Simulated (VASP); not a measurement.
Runs of VASP 6.6.1 on Cd. The structure is that of space group P6/mmm (No. 191), or close to it. The cells are those of the table. This isn't the form of Cd at room conditions, which is hcp.

```tsv
cell	k mesh	gap on the mesh (eV)	pressure (GPa)
a = 5.213, b = 5.213, c = 3.136 Å, angles 90.0, 90.0, 120.0°, 3 atoms	9 × 9 × 13	none	-1.0
a = 4.931, b = 4.931, c = 2.966 Å, angles 90.0, 90.0, 120.0°, 3 atoms	9 × 9 × 13	none	7.2
a = 5.146, b = 5.146, c = 3.095 Å, angles 90.0, 90.0, 120.0°, 3 atoms	9 × 9 × 13	none	0.2
a = 5.076, b = 5.076, c = 3.054 Å, angles 90.0, 90.0, 120.0°, 3 atoms	9 × 9 × 13	none	1.9
a = 5.146, b = 5.146, c = 3.095 Å, angles 90.0, 90.0, 120.0°, 3 atoms	7 × 7 × 10	none	0.2
a = 5.005, b = 5.005, c = 3.011 Å, angles 90.0, 90.0, 120.0°, 3 atoms	9 × 9 × 13	none	(a)
```

Alike in all rows: task single point; level PBE; potentials or basis VASP PAW PBE potentials, release 64 (Cd); no spin polarisation; cutoff (eV) 520; smearing fermi-dirac 0.1 eV.

Problem. Fill in the values left out.

Solution. (a) 4.2.

Caveats: the cell stands under pressure (at least some runs).

A k mesh can miss the band edges, and the runs leave out spin-orbit coupling on Cd.

A gap of «none» marks levels without a gap at the run's occupations.
